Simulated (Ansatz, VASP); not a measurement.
**TiO2: VASP beside Ansatz**

```
Ti O
1.0
     4.58900    0.00000    0.00000
     0.00000    4.84900    0.00000
    -0.70820    0.00000    4.68275
Ti O
4 8
Direct
  0.30900 0.04500 0.21800
  0.69100 0.54500 0.28200
  0.69100 0.95500 0.78200
  0.30900 0.45500 0.71800
  0.05600 0.34700 0.28200
  0.94400 0.84700 0.21800
  0.94400 0.65300 0.71800
  0.05600 0.15300 0.78200
  0.42500 0.72700 0.46300
  0.57500 0.22700 0.03700
  0.57500 0.27300 0.53700
  0.42500 0.77300 0.96300
```

Alike in both runs: task relaxation of the atoms; functional PBE; k mesh 4 × 4 × 4; occupations fermi-dirac, width 0.02 eV; no spin polarisation.

|  | VASP | Ansatz |
| --- | --- | --- |
| version | VASP 6.6.1 | Ansatz 0.2.0 |
| potentials or method | VASP PAW PBE potentials, release 64 (Ti_sv, O) | plane-wave PAW, scalar-relativistic |
| plane-wave cutoff (eV) | 520 | 420 |
| valence electrons in the cell | 96 | 96 |

```tsv
	VASP	Ansatz	Ansatz less VASP
gap on the k mesh at the Fermi level, each at its own relaxed structure (eV)	2.36	2.38	+0.025
```

Ansatz's warnings: stress scf threshold loose.
